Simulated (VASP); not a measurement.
Set up this calculation in VASP 6.6.1, as the native input.

```
Task                   : single point
Functional             : PBE
Potentials or basis    : VASP PAW PBE potentials, release 64 (Cd)
Cutoff                 : 520 eV
k mesh                 : 21 × 21 × 21
Occupations            : gaussian, width 0.15 eV
Spin                   : no spin polarisation
Dipole correction      : no
Further INCAR settings : ALGO = Normal; EDIFF = 1e-06; NBANDS = 12
```

The structure of Cd lies in POSCAR:

```
Cd
1.0
    1.5577449642      0.8993644744      2.6099661426
   -1.5577449642      0.8993644744      2.6099661426
    0.0000000000     -1.7987289488      2.6099661426
Cd
1
Direct
    0.0000000000      0.0000000000      0.0000000000
```

This cell differs from its parent crystal: ratio of the length along z to the lengths across it x 1.1, volume and fractional coordinates fixed.

The input as run:

INCAR

```
SYSTEM = Cd
ALGO = Normal
EDIFF = 1E-6
ENCUT = 520
GGA = PE
ISIF = 2
ISMEAR = 0
LASPH = .TRUE.
LCHARG = .FALSE.
LREAL = .FALSE.
LWAVE = .FALSE.
NBANDS = 12
NELM = 100
PREC = Accurate
SIGMA = 0.15
```

KPOINTS

```
k-points
0
G
  21 21 21
  0 0 0
```

Potentials or basis: VASP PAW PBE potentials, release 64 (Cd).

The run is started by

```bash
$ cat potpaw_PBE.64/Cd/POTCAR > POTCAR
$ mpirun -np 1 vasp_std > vasp.out
```

Results of the run:

| Item | Value |
| --- | --- |
| Pressure | 2.2 GPa |
| Band gap on the k mesh | zero (band 6 reaches 4.23 eV, above the bottom of band 7 at 1.25 eV) |

It took 43 s on 1 thread of Intel(R) Xeon(R) 6975P-C (Granite Rapids) (shared host), peak memory 0.32 GiB.
